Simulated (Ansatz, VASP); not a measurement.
## Cs in VASP and in Ansatz

INCAR

```
ALGO = Fast
EDIFF = 1E-7
EDIFFG = -0.01
ENCUT = 600
GGA = PS
IBRION = 2
ISIF = 3
ISMEAR = 0
LASPH = T
LCHARG = F
LREAL = F
LWAVE = F
NELM = 60
NSW = 80
PREC = Accurate
SIGMA = 0.1
```

Contents of KPOINTS:

```
k-points
0
Gamma
  10 10 10
```

The input POSCAR:

```
Cs
1.0
   -3.0021902809      3.0021902809      3.0021902809
    3.0021902809     -3.0021902809      3.0021902809
    3.0021902809      3.0021902809     -3.0021902809
Cs
1
Direct
    0.0000000000      0.0000000000      0.0000000000
```

Input for Ansatz:

```yaml
crystal:
  lattice:
    - [-3.0021902809, 3.0021902809, 3.0021902809]
    - [3.0021902809, -3.0021902809, 3.0021902809]
    - [3.0021902809, 3.0021902809, -3.0021902809]
  atoms:
    - { symbol: Cs, position: [0.0, 0.0, 0.0] }
basis:
  ecutwfc: 420
kpoints:
  mp_grid: { grid: [10, 10, 10] }
hamiltonian:
  xc: pbesol
scf:
  occupations: { method: gaussian, width: 0.1 }
output:
  forces: true
  stress: true
  eigenvalues: true
  write_density: true
  write_potential: true
  elf: true
  volumetric_format: npy
relax:
  adjacent_minimum: "off"
  f_tol: 0.01
  max_steps: 60
  cell: { stress_tol: 0.1 }
```

Alike in both runs: task relaxation of cell and atoms; functional PBEsol; k mesh 10 × 10 × 10; occupations gaussian, width 0.1 eV; no spin polarisation.

```csv
,VASP,Ansatz
version,VASP 6.6.1,Ansatz 0.2.0
potentials or method,"VASP PAW PBE potentials, release 64 (Cs_sv), cutoff 600 eV","scalar-relativistic, plane waves, PAW"
valence electrons in the cell,9,9
```

|  | VASP | Ansatz | Ansatz less VASP |
| --- | --- | --- | --- |
| gap on the k mesh at the Fermi level, each at its own relaxed structure (eV) | none | none | - |
| relaxed volume (Å³/atom) | 108.24 | 108.24 | 0.000 |
| relaxed length of the cell vector where the two differ most in proportion (Å) | 5.200 | 5.200 | 0.0000 |

VASP's potentials were made for PBE, not for PBEsol. A gap of «none» marks a metal or a gap that the smearing closes.

Neither program's run includes spin-orbit coupling. Noted on VASP's run: the relaxation stopped at its first step, so nothing moved.
